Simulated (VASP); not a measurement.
Here is a VASP 6.6.1 calculation.

Contents of INCAR:

```
SYSTEM = MgO
ALGO     = Normal         ! electronic algorithm
EDIFF    = 1E-6           ! SCF threshold, eV
ENCUT    = 520            ! plane-wave cutoff, eV
GGA      = PE             ! functional
ISIF     = 2              ! what is computed and relaxed
ISMEAR   = 0              ! smearing method
LASPH    = .True.         ! aspherical terms in the spheres
LCHARG   = .False.        ! write CHGCAR
LREAL    = .False.        ! projectors in reciprocal space
LWAVE    = .False.        ! write WAVECAR
NBANDS   = 26             ! bands
NELM     = 80             ! most SCF steps
PREC     = Accurate       ! precision mode
SIGMA    = 0.05           ! smearing width, eV
```

KPOINTS

```
k-points
0
Gamma
  6 6 6
  0 0 0
```

Contents of POSCAR:

```
MgO
1.0
    4.2703000000      0.0000000000      0.0000000000
    0.0000000000     -4.2703000000      0.0000000000
    0.0000000000      0.0000000000     -4.2703000000
Mg O
4 4
Direct
   -0.0331174288      0.5331174288      0.5000000000
    0.5000000000      0.0000000000      0.5000000000
    0.5000000000      0.5000000000      0.0000000000
    0.0000000000      0.0000000000      0.0000000000
    0.5000000000      0.0000000000      0.0000000000
    0.0000000000      0.5000000000      0.0000000000
    0.0000000000      0.0000000000      0.5000000000
    0.5000000000      0.5000000000      0.5000000000
```

Potentials or basis: VASP PAW PBE potentials, release 64 (Mg, O).

The run is started by

```bash
$ cat potpaw_PBE.64/Mg/POTCAR potpaw_PBE.64/O/POTCAR > POTCAR
$ mpirun -np 1 vasp_std > vasp.out
```

(1) Predict the pressure.

(2) Estimate the largest force.

## Answers

(1) -1.4 GPa.

(2) 1.806 eV/Å.

Caveat: the cell differs from its parent crystal (atom 1 (Mg) moved -0.200 Å along Cartesian [1 1 0]); forces of over 1 eV/Å act on the atoms, so gaps and moduli don't describe the material at rest.
